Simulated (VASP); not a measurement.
# Co in VASP: further runs

Co is run at these levels: revPBE, RPBE, BLYP+D4, LDA; tasks: single point, relaxation of cell and atoms.

All numbers are computed with VASP 6.6.1; they aren't measurements. Logs are shortened: lines on timing, memory, paths and dates and some standing lists are left out, and cuts for length are marked.

## 1. The cell of the first run

Symmetry: P-3m1, No. 164, trigonal system. Conventional cell: a = 2.487 Å, b = 2.487 Å, c = 4.063 Å, α = 90.00°, β = 90.00°, γ = 120.00°. Co (site symmetry 3m) has 12 Co at 2.42 to 2.55 Å within 3.2 Å.

## 2. Single point, revPBE, collinear spin, ferromagnetic start

INCAR reads:

```
SYSTEM = Co
PREC = Accurate ; ENCUT = 520
EDIFF = 1E-6 ; ISMEAR = -1
SIGMA = 0.05 ; LREAL = .FALSE.
LASPH = .TRUE. ; NELM = 150
ALGO = Normal ; ISIF = 2
LWAVE = .FALSE. ; LCHARG = .FALSE.
ISPIN = 2 ; MAGMOM = 2 2
LORBIT = 11 ; LMAXMIX = 4
GGA = RE ; NBANDS = 20
```

KPOINTS reads:

```
regular mesh
0
G
  12 12 7
  0 0 0
```

POSCAR reads:

```
Co
1.0
    2.4873648738      0.0000000000      0.0000000000
   -1.2436824369      2.1541211692      0.0000000000
    0.0000000000      0.0000000000      4.0632895034
Co
2
Direct
    0.3333333333      0.6666666667      0.7401390000
    0.6666666667      0.3333333333      0.2598610000
```

Potentials or basis: VASP PAW PBE potentials, release 64 (Co).

Run with:

```sh
cat potpaw_PBE.64/Co/POTCAR > POTCAR
mpirun -np 1 vasp_std > vasp.out
```

OUTCAR:

```text
SYSTEM = Co
   PREC = Accurate
   ENCUT = 520
   EDIFF = 1E-6
   ISMEAR = -1
   LREAL = .FALSE.
   LASPH = .TRUE.
   NELM = 150
   ISIF = 2
   ISPIN = 2
   LORBIT = 11
   GGA = RE

 ion  position               nearest neighbor table
   1  0.333  0.667  0.740-   2 2.42   2 2.42   2 2.42   2 2.55   2 2.55   2 2.55
   2  0.667  0.333  0.260-   1 2.42   1 2.42   1 2.42   1 2.55   1 2.55   1 2.55

  LATTYP: Found a hexagonal cell.
 ALAT       =     2.4873648738
 C/A-ratio  =     1.6335719565

  Lattice vectors:

 A1 = (   2.4873648738,   0.0000000000,   0.0000000000)
 A2 = (  -1.2436824369,   2.1541211692,   0.0000000000)
 A3 = (   0.0000000000,   0.0000000000,   4.0632895034)

Analysis of symmetry for initial positions (statically):
=====================================================================
 Subroutine PRICEL returns:
 Original cell was already a primitive cell.

 Routine SETGRP: Setting up the symmetry group for a
 hexagonal supercell.

 Subroutine GETGRP returns: Found 12 space group operations
 (whereof 12 operations were pure point group operations)
 out of a pool of 24 trial point group operations.

The static configuration has the point symmetry D_3d.

Analysis of symmetry for dynamics (positions and initial velocities):
=====================================================================
 Subroutine PRICEL returns:
 Original cell was already a primitive cell.

 Routine SETGRP: Setting up the symmetry group for a
 hexagonal supercell.

 Subroutine GETGRP returns: Found 12 space group operations
 (whereof 12 operations were pure point group operations)
 out of a pool of 24 trial point group operations.

The dynamic configuration has the point symmetry D_3d.

Analysis of structural, dynamic, and magnetic symmetry:
=====================================================================
 Subroutine PRICEL returns:
 Original cell was already a primitive cell.

 Routine SETGRP: Setting up the symmetry group for a
 hexagonal supercell.

 Subroutine GETGRP returns: Found 12 space group operations
 (whereof 12 operations were pure point group operations)
 out of a pool of 24 trial point group operations.

The overall configuration has the point symmetry D_3d.

 Subroutine INISYM returns: Found 12 space group operations
 (whereof 12 operations are pure point group operations),
 and found     1 'primitive' translations

----------------------------------------------------------------------------------------

                                     Primitive cell

  volume of cell :      21.7715

  direct lattice vectors                    reciprocal lattice vectors
     2.487364874  0.000000000  0.000000000     0.402031889  0.232113220  0.000000000
    -1.243682437  2.154121169  0.000000000     0.000000000  0.464226439  0.000000000
     0.000000000  0.000000000  4.063289503     0.000000000  0.000000000  0.246106018

  length of vectors
     2.487364874  2.487364874  4.063289503     0.464226439  0.464226439  0.246106018

  position of ions in fractional coordinates (direct lattice)
     0.333333333  0.666666667  0.740139000
     0.666666667  0.333333333  0.259861000

  ion indices of the primitive-cell ions
   primitive index   ion index
                 1           1
                 2           2

----------------------------------------------------------------------------------------

 KPOINTS: regular mesh

Automatic generation of k-mesh.
 Grid dimensions read from file:
 generate k-points for:   12   12    7

 Generating k-lattice:

  Cartesian coordinates                     Fractional coordinates (reciprocal lattice)
     0.033502657  0.019342768  0.000000000     0.083333333  0.000000000  0.000000000
     0.000000000  0.038685537  0.000000000     0.000000000  0.083333333  0.000000000
     0.000000000  0.000000000  0.035158003     0.000000000  0.000000000  0.142857143

  Length of vectors
     0.038685537  0.038685537  0.035158003

  Shift w.r.t. Gamma in fractional coordinates (k-lattice)
     0.000000000  0.000000000  0.000000000

 Subroutine IBZKPT returns following result:
 ===========================================

 Found    112 irreducible k-points:

 Following reciprocal coordinates:
            Coordinates               Weight
  0.000000  0.000000  0.000000      1.000000
  0.083333  0.000000  0.000000      6.000000
  0.166667  0.000000  0.000000      6.000000
  0.250000  0.000000  0.000000      6.000000
  0.333333  0.000000  0.000000      6.000000
  0.416667  0.000000  0.000000      6.000000
[... 16 lines left out ...]
  0.166667  0.000000  0.142857      6.000000
  0.000000  0.166667  0.142857      6.000000
 [... further k-points ...]
   k-points           NKPTS =    112   k-points in BZ     NKDIM =    112   number of bands    NBANDS=     20
   number of dos      NEDOS =    301   number of ions     NIONS =      2
   total plane-waves  NPLWV =   9720
   dimension x,y,z NGX =    18 NGY =   18 NGZ =   30
   dimension x,y,z NGXF=    36 NGYF=   36 NGZF=   60
   ions per type =               2
   NGX,Y,Z   is equivalent  to a cutoff of  12.03, 12.03, 12.27 a.u.
   NGXF,Y,Z  is equivalent  to a cutoff of  24.06, 24.06, 24.55 a.u.
 SYSTEM =  Co
   PREC   = accura    normal or accurate (medium, high low for compatibility)
   ISTART =      0    job   : 0-new  1-cont  2-samecut
   ICHARG =      2    charge: 1-file 2-atom 10-const
   ISPIN  =      2    spin polarized calculation?
   LNONCOLLINEAR =      F non collinear calculations
   LSORBIT =      F    spin-orbit coupling
   LASPH  =      T    aspherical Exc in radial PAW
   ENCUT  =  520.0 eV  38.22 Ry    6.18 a.u.   4.62  4.62  7.56*2*pi/ulx,y,z
   NELM   =    150;   NELMIN=  2; NELMDL= -5     # of ELM steps
   EDIFF  = 0.1E-05   stopping-criterion for ELM
   LREAL  =      F    real-space projection
   EDIFFG = 0.1E-04   stopping-criterion for IOM
   NSW    =      0    number of steps for IOM
   IBRION =     -1    ionic relax: 0-MD 1-quasi-New 2-CG
   NFREE  =      0    steps in history (QN), initial steepest desc. (CG)
   ISIF   =      2    stress and relaxation
   ISYM   =      2    0-nonsym 1-usesym 2-fastsym
   POTIM  = 0.5000    time-step for ionic-motion
   TEBEG  =    0.0;   TEEND  =   0.0 temperature during run
   PSTRESS=    0.0 pullay stress
   NELECT =      18.0000    total number of electrons
   NUPDOWN=      -1.0000    fix difference up-down
   EMIN   =  10.00;   EMAX   =-10.00  energy-range for DOS
   EFERMI =   0.00;   METHOD = LEGACY
   ISMEAR =    -1;   SIGMA  =   0.05  broadening in eV -4-tet -1-fermi 0-gaus
   EFERMI_NEDOS =   21; number of points for ismear=-14 and -15
   IALGO  =     38    algorithm
   IMIX   =      4    mixing-type and parameters
     AMIX     =   0.40;   BMIX     =  1.00
     AMIX_MAG =   1.60;   BMIX_MAG =  1.00
  volume/ion in A,a.u.               =      10.89        73.46
  Fermi-wavevector in a.u.,A,eV,Ry     =   1.536514  2.903591 32.121660  2.360875
  Thomas-Fermi vector in A             =   2.643152
   LORBIT       =     11    0 simple, 1 ext, 2 COOP (PROOUT), +10 PAW based schemes
   GGA     = RE    functional components
   LHFCALC =     F    Hartree Fock is set to
   AEXX    =    0.0000 exact exchange contribution
   IVDW    =     0    specifies the selected vdW correction
   LEPSILON=     F    determine dielectric tensor
   LRPA    =     F    only Hartree local field effects (RPA)
 spin polarized calculation
  energy-cutoff  :      520.00
  volume of cell :       21.77
 maximum number of plane-waves:       600
   NGX =  9   NGY =  9   NGZ = 15

 number of electron      17.9999996 magnetization       3.2773598

 Free energy of the ion-electron system (eV)
  ---------------------------------------------------
  ext. energy  EPLUGINS =         0.00000000
  ---------------------------------------------------
  free energy    TOTEN  =       -13.22854559 eV

  energy without entropy =      -13.21372635  energy(sigma->0) =      -13.22113597

 E-fermi :  10.3377     XC(G=0): -13.3003

 val. band max:       10.3338666643   @ k =   0.0000   0.0833   0.1429
 cond. band min:      10.3399828801   @ k =   0.0000   0.2500   0.4286
 fundamental gap:      0.0061162158
 Fermi energy:        10.3376956812

 spin component 1

 k-point     1 :       0.0000    0.0000    0.0000
  band No.  band energies     occupation
      1       1.4404      1.00000
      2       5.1596      1.00000
      3       7.6245      1.00000
      4       7.6781      1.00000
      5       7.6781      1.00000
      6       7.9728      1.00000
[... 12 lines left out ...]
     19      36.3566      0.00000
     20      36.3566      0.00000

 k-point     2 :       0.0833    0.0000    0.0000
  band No.  band energies     occupation
      1       1.6846      1.00000
      2       5.3065      1.00000
      3       7.4315      1.00000
      4       7.7899      1.00000
      5       7.8311      1.00000
      6       7.9235      1.00000
[... 12 lines left out ...]
     19      37.6412      0.00000
     20      38.7342      0.00000

 k-point     3 :       0.1667    0.0000    0.0000
  band No.  band energies     occupation
      1       2.3907      1.00000
      2       5.6686      1.00000
      3       7.1463      1.00000
      4       7.5182      1.00000
      5       7.7628      1.00000
      6       8.0562      1.00000
[... 12 lines left out ...]
     19      36.7624      0.00000
     20      38.8040      0.00000

 k-point     4 :       0.2500    0.0000    0.0000
  band No.  band energies     occupation
      1       3.4555      1.00000
      2       5.9514      1.00000
      3       6.7235      1.00000
      4       7.0819      1.00000
      5       7.6616      1.00000
      6       7.8983      1.00000
[... 429 lines left out ...]
 k-point    23 :       0.1667    0.0000    0.1429
  band No.  band energies     occupation
      1       2.5775      1.00000
      2       5.6626      1.00000
      3       7.1035      1.00000
      4       7.3325      1.00000
      5       7.7364      1.00000
      6       7.9237      1.00000
[... 12 lines left out ...]
     19      37.0144      0.00000
     20      37.8536      0.00000

 k-point    24 :       0.0000    0.1667    0.1429
  band No.  band energies     occupation
      1       2.5769      1.00000
      2       5.6713      1.00000
      3       7.1603      1.00000
      4       7.3768      1.00000
      5       7.6378      1.00000
      6       7.9840      1.00000
[... 12 lines left out ...]
     19      36.8151      0.00000
     20      37.8123      0.00000

 [... further k-points ...]

 spin component 2

 k-point     1 :       0.0000    0.0000    0.0000
  band No.  band energies     occupation
      1       1.4004      1.00000
      2       6.1122      1.00000
      3       9.2652      1.00000
      4       9.3792      1.00000
      5       9.3792      1.00000
      6       9.6845      1.00000
[... 12 lines left out ...]
     19      36.6161      0.00000
     20      36.6161      0.00000

 k-point     2 :       0.0833    0.0000    0.0000
  band No.  band energies     occupation
      1       1.6455      1.00000
      2       6.2806      1.00000
      3       9.0495      1.00000
      4       9.4196      1.00000
      5       9.5038      1.00000
      6       9.5515      1.00000
[... 12 lines left out ...]
     19      37.4707      0.00000
     20      38.9958      0.00000

 k-point     3 :       0.1667    0.0000    0.0000
  band No.  band energies     occupation
      1       2.3589      1.00000
      2       6.7133      1.00000
      3       8.5455      1.00000
      4       8.7881      1.00000
      5       9.3933      1.00000
      6       9.8190      0.99997
[... 12 lines left out ...]
     19      36.8974      0.00000
     20      39.0302      0.00000

 k-point     4 :       0.2500    0.0000    0.0000
  band No.  band energies     occupation
      1       3.4633      1.00000
      2       7.1361      1.00000
      3       7.9089      1.00000
      4       8.4588      1.00000
      5       9.2366      1.00000
      6       9.6501      1.00000
[... 429 lines left out ...]
 k-point    23 :       0.1667    0.0000    0.1429
  band No.  band energies     occupation
      1       2.5490      1.00000
      2       6.5906      1.00000
      3       8.3221      1.00000
      4       8.7954      1.00000
      5       9.4421      1.00000
      6       9.6014      1.00000
[... 12 lines left out ...]
     19      37.1335      0.00000
     20      38.0713      0.00000

 k-point    24 :       0.0000    0.1667    0.1429
  band No.  band energies     occupation
      1       2.5491      1.00000
      2       6.5979      1.00000
      3       8.4015      1.00000
      4       8.7810      1.00000
      5       9.2779      1.00000
      6       9.6911      1.00000
[... 12 lines left out ...]
     19      36.9787      0.00000
     20      38.0270      0.00000

 [... further k-points ...]
[... 5 lines left out ...]
  --------------------------------------------------------------------------------------
  -------------------------------------------------------------------------------------
  Total        0.7166179      0.7166179      0.3248371      0.0000000      0.0000000      0.0000000
  in kB       52.7364413     52.7364413     23.9050035      0.0000000      0.0000000      0.0000000
  external PRESSURE =      43.1259620 kB  Pullay stress =       0.0000000 kB

 VOLUME and BASIS-vectors are now :
 -----------------------------------------------------------------------------
  energy-cutoff  :      520.00
  volume of cell :       21.77
      direct lattice vectors                 reciprocal lattice vectors
     2.487364874  0.000000000  0.000000000     0.402031889  0.232113220  0.000000000
    -1.243682437  2.154121169  0.000000000     0.000000000  0.464226439  0.000000000
     0.000000000  0.000000000  4.063289503     0.000000000  0.000000000  0.246106018

 POSITION                                       TOTAL-FORCE (eV/Angst)
 -----------------------------------------------------------------------------------
     -0.00000      1.43608      3.00740        -0.000000      0.000000      0.496831
      1.24368      0.71804      1.05589         0.000000      0.000000     -0.496831
 -----------------------------------------------------------------------------------
    total drift:                                0.000000     -0.000000     -0.000000

  FREE ENERGIE OF THE ION-ELECTRON SYSTEM (eV)
  ---------------------------------------------------
  free  energy   TOTEN  =       -13.2285455946 eV

  energy  without entropy=      -13.2137263503  energy(sigma->0) =      -13.22113597

 total charge

# of ion       s       p       d       tot
------------------------------------------
    1        0.491   0.523   7.260   8.274
    2        0.491   0.523   7.260   8.274
--------------------------------------------------
tot          0.982   1.046  14.519  16.548

 magnetization (x)

# of ion       s       p       d       tot
------------------------------------------
    1       -0.015  -0.057   1.732   1.660
    2       -0.015  -0.057   1.732   1.660
--------------------------------------------------
tot         -0.030  -0.114   3.464   3.321
```

Wall time 70 s (1 thread of Intel Xeon 6975P-C (Granite Rapids), shared host); peak memory 0.18 GiB.

What came out:

```yaml
Free_energy: -13.2285 eV
Pressure: 4.3 GPa
Largest_force: 0.497 eV/Å
Net_moment: 3.28 μB per cell
Site_moments: Co +1.66 μB
Valence_electrons_inside_the_program's_atomic_spheres: Co 8.27
```

Forces on the atoms (eV/Å):
```
Co   0.000  0.000  0.497
Co   0.000  0.000 -0.497
```

Levels at points of the mesh, in eV from the Fermi level:
Spin up:
```tsv
k point	band 8	band 9	band 10	band 11	band 12	band 13	band 14	band 15
(0.00, 0.00, 0.00)	-1.96	-1.96	-0.90	-0.90	-0.17	6.11	22.04	24.72
(0.50, 0.00, 0.00)	-0.76	-0.74	-0.58	1.27	3.30	9.44	10.42	12.50
```
Spin down:
| k point | band 3 | band 4 | band 5 | band 6 | band 7 | band 8 | band 9 | band 10 | band 11 | band 12 |
| --- | --- | --- | --- | --- | --- | --- | --- | --- | --- | --- |
| (0.00, 0.00, 0.00) | -1.07 | -0.96 | -0.96 | -0.65 | -0.65 | -0.24 | -0.09 | -0.09 | 1.05 | 1.05 |
| (0.50, 0.00, 0.00) | -3.26 | -1.83 | -1.09 | -1.05 | -0.64 | 1.20 | 1.29 | 1.35 | 2.51 | 4.28 |

Caveat: the PAW data sets were made with another functional, which shifts forces and pressure a little.

(Continued in part 2 of 3.)
